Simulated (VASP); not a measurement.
Write the native input for VASP 6.6.1 that does the following.

```
Task                   : single point
Functional             : BLYP
Dispersion             : D3(BJ)
Potentials or basis    : VASP PAW PBE potentials, release 64 (Zn, O)
Cutoff                 : 520 eV
k mesh                 : 9 × 9 × 5
Occupations            : fermi-dirac, width 0.05 eV
Spin                   : no spin polarisation
Dipole correction      : no
Further INCAR settings : ALGO = Normal; EDIFF = 1e-06; NBANDS = 26
```

The structure of ZnO (zincite) lies in POSCAR:

```
ZnO
1.0
    3.2493080000      0.0000000000      0.0000000000
   -1.6246540000      2.8139832727      0.0000000000
    0.0000000000      0.0000000000      5.2057090000
Zn O
2 2
Direct
    0.6666666667      0.3333333333      0.0000000000
    0.3333333333      0.6666666667      0.5000000000
    0.3333333333      0.6666666667      0.8790100000
    0.6666666667      0.3333333333      0.3790100000
```

The input as run:

INCAR

```
AGGAC = 1.0 ; AGGAX = 1.0
ALDAC = 0.0 ; ALDAX = 1.0
ALGO = Normal ; EDIFF = 1E-6
ENCUT = 520 ; GGA = B5
ISIF = 2 ; ISMEAR = -1
IVDW = 12 ; LASPH = T
LCHARG = F ; LREAL = F
LWAVE = F ; NBANDS = 26
NELM = 100 ; PREC = Accurate
SIGMA = 0.05 ; VDW_A1 = 0.4298
VDW_A2 = 4.2359 ; VDW_S6 = 1.0
VDW_S8 = 2.6996
```

KPOINTS

```
k-points
0
Gamma
  9 9 5
```

Potentials or basis: VASP PAW PBE potentials, release 64 (Zn, O).

Command:

```console
$ cat potpaw_PBE.64/Zn/POTCAR potpaw_PBE.64/O/POTCAR > POTCAR
$ mpirun -np 1 vasp_std > vasp.out
```

It gave:

* Pressure: 3.9 GPa
* Largest force: 0.068 eV/Å
* Band gap on the k mesh: 0.96 eV, direct
* Dispersion energy per atom: -0.480 eV

Caveat: the PAW data sets were made with another functional, which shifts forces and pressure a little.

It took 22 s on 1 thread of Intel(R) Xeon(R) 6975P-C (Granite Rapids), with other jobs on the host, peak memory 0.19 GiB.
